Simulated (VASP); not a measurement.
Input of a VASP 6.6.1 run:

The input INCAR:

```
ALGO = Normal ; EDIFF = 1E-6
EDIFFG = -0.01 ; ENCUT = 600
GGA = PE ; IBRION = 2
ISIF = 4 ; ISMEAR = 0
ISPIN = 2 ; IVDW = 12
LASPH = T ; LCHARG = F
LDAU = T ; LDAUJ = 0 0
LDAUL = 2 -1 ; LDAUPRINT = 1
LDAUTYPE = 2 ; LDAUU = 3.9 0
LMAXMIX = 4 ; LORBIT = 11
LREAL = F ; LWAVE = F
MAGMOM = 3.07 3.07 -0.1 -0.1 -0.1 -0.1 ; NELM = 150
NSW = 60 ; PREC = Accurate
SIGMA = 0.05
```

KPOINTS

```
k-points
0
Gamma
  6 6 8
```

File POSCAR:

```
MnO2
1.0
    4.4620704162      0.0000000000      0.0000000000
    0.0000000000      4.4620704162      0.0000000000
    0.0000000000      0.0000000000      2.9499786840
Mn O
2 4
Direct
    0.0000000000      0.0000000000      0.0000000000
    0.5000000000      0.5000000000      0.5000000000
    0.3058679518      0.3058679518      0.0000000000
    0.1941320482      0.8058679518      0.5000000000
    0.6941320482      0.6941320482      0.0000000000
    0.8058679518      0.1941320482      0.5000000000
```

Potentials or basis: VASP PAW PBE potentials, release 64 (Mn_pv, O).

Run with:

```console
$ cat potpaw_PBE.64/Mn_pv/POTCAR potpaw_PBE.64/O/POTCAR > POTCAR
$ mpirun -np 1 vasp_std > vasp.out
```

(1) What does it give for the site moments?

(2) What does it give for the dispersion energy per atom?

Answers

(1) Mn +3.13; O -0.07 μB.

(2) -0.153 eV.
